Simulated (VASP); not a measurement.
A run of VASP 6.6.1:

File INCAR:

```
PREC = Accurate ; ENCUT = 520
EDIFF = 1E-7 ; ISMEAR = -1
SIGMA = 0.05 ; LREAL = F
LASPH = T ; NELM = 80
ALGO = Normal ; ISIF = 2
LWAVE = F ; LCHARG = F
GGA = PE ; NBANDS = 16
```

KPOINTS

```
regular mesh
0
Gamma
  14 14 14
```

The input POSCAR:

```
CdS
1.0
    2.9388191965      0.0000000000      0.0000000000
    0.0000000000      2.9388191965      0.0000000000
    0.0000000000      0.0000000000      2.9388191965
Cd S
1 1
Direct
    0.0000000000      0.0000000000      0.0000000000
    0.5000000000      0.5000000000      0.5000000000
```

Potentials or basis: VASP PAW PBE potentials, release 64 (Cd, S).

Launch:

```bash
$ cat potpaw_PBE.64/Cd/POTCAR potpaw_PBE.64/S/POTCAR > POTCAR
$ mpirun -np 1 vasp_std > vasp.out
```

Hardware: 1 thread of Intel(R) Xeon(R) Platinum 8488C (Sapphire Rapids), with other jobs on the host.

Problem. How long does it take, and how much memory?

Solution. Wall time 18 s on 1 thread of Intel(R) Xeon(R) Platinum 8488C (Sapphire Rapids), with other jobs on the host, peak memory 0.17 GiB. Counts: scf iterations 14, k points 120.
